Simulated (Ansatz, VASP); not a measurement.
**Two plane-wave programs on SiC**

```xyz
6
Lattice="0.0000 2.1784 -2.1784 4.3568 0.0000 0.0000 -2.1784 -4.3568 -2.1784" Properties=species:S:1:pos:R:3 pbc="T T T"
Si    1.0892   -1.0892   -1.0892
Si    3.2676    1.0892   -1.0892
Si   -1.0892   -1.0892   -3.2676
C    -2.1784   -2.1784   -4.3568
C     0.0000   -2.1784   -2.1784
C     2.1784    0.0000   -2.1784
```

Alike in both runs: functional PBEsol; k mesh 8 × 8 × 8; occupations gaussian, width 0.02 eV; no spin polarisation.

Ansatz relaxed the structure, and its values are those at the end. VASP's run is a single point on that final structure, the one shown.

|  | VASP | Ansatz |
| --- | --- | --- |
| version | VASP 6.6.1 | Ansatz 0.2.0 |
| potentials or method | VASP PAW PBE potentials, release 64 (Si, C), cutoff 520 eV | scalar-relativistic, plane waves, PAW |
| valence electrons in the cell | 24 | 24 |

```csv
,VASP,Ansatz,Ansatz less VASP
gap on the k mesh at the Fermi level (eV),1.23,1.24,+0.010
least direct gap on the mesh (eV),1.61,1.62,+0.011
pressure (GPa),0.4,0.0,-0.35
```

VASP's potentials were made for PBE, not for PBEsol. With one functional, cell and mesh, what is left measures potentials, basis and numerics.
